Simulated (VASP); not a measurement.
# Be3ZnSe4: single point with PBE

Crystal: Be3ZnSe4.

```
Be Zn Se
1.0
     3.74769    0.00000    0.00000
     0.00000    7.52403    0.00000
     0.00000    0.00000    5.32747
Be Zn Se
3 1 4
Direct
  0.00000 0.50000 0.00309
  0.50000 0.74009 0.50017
  0.50000 0.25991 0.50017
  0.00000 0.00000 0.00066
  0.00000 0.26700 0.26283
  0.00000 0.73300 0.26283
  0.50000 0.00000 0.70999
  0.50000 0.50000 0.76025
```

* Program: VASP 6.6.1
* Task: single point
* Functional: PBE
* Potentials or basis: VASP PAW PBE potentials, release 64 (Be, Zn, Se)
* Cutoff: 520 eV
* k mesh: 6 × 4 × 4
* Occupations: gaussian, width 0.02 eV
* Spin: no spin polarisation

```yaml
Pressure: 0.2 GPa
Largest_force: 0.019 eV/Å
Band_gap_on_the_k_mesh: 2.52 eV
```

Forces on the atoms (eV/Å):
```
Be   0.000  0.000 -0.007
Be   0.000  0.004  0.001
Be   0.000 -0.004  0.001
Zn   0.000  0.000  0.008
Se   0.000  0.008  0.007
Se   0.000 -0.008  0.007
Se   0.000  0.000 -0.019
Se   0.000  0.000  0.003
```

Levels at points of the mesh, in eV from the valence-band top:
| k point | band 18 | band 19 | band 20 | band 21 | band 22 | band 23 | band 24 | band 25 |
| --- | --- | --- | --- | --- | --- | --- | --- | --- |
| (0.00, 0.00, 0.00) | -1.00 | -0.24 | -0.12 | 0.00 | 2.52 | 3.01 | 3.85 | 4.52 |
| (0.50, 0.00, 0.00) | -2.41 | -2.38 | -1.49 | -0.90 | 2.57 | 2.63 | 3.24 | 4.23 |
| (0.00, 0.50, 0.00) | -1.36 | -1.12 | -0.60 | -0.02 | 3.32 | 3.82 | 4.28 | 4.29 |
| (0.50, 0.50, 0.00) | -2.56 | -2.34 | -2.28 | -1.90 | 3.74 | 3.86 | 3.97 | 4.15 |
| (0.00, 0.00, 0.50) | -1.41 | -1.11 | -1.04 | -0.52 | 3.15 | 3.40 | 3.79 | 3.98 |
| (0.50, 0.00, 0.50) | -1.42 | -1.15 | -1.11 | -0.83 | 3.18 | 3.69 | 5.43 | 5.70 |
| (0.00, 0.50, 0.50) | -1.62 | -1.46 | -1.03 | -0.58 | 3.98 | 4.00 | 4.37 | 4.40 |
| (0.50, 0.50, 0.50) | -1.87 | -1.82 | -1.78 | -1.76 | 4.44 | 4.91 | 5.06 | 5.30 |

Run time: 4.3 min on 1 thread of Intel Xeon 8259CL, with other jobs on the host, peak memory 0.33 GiB.

A k mesh can miss the band edges.
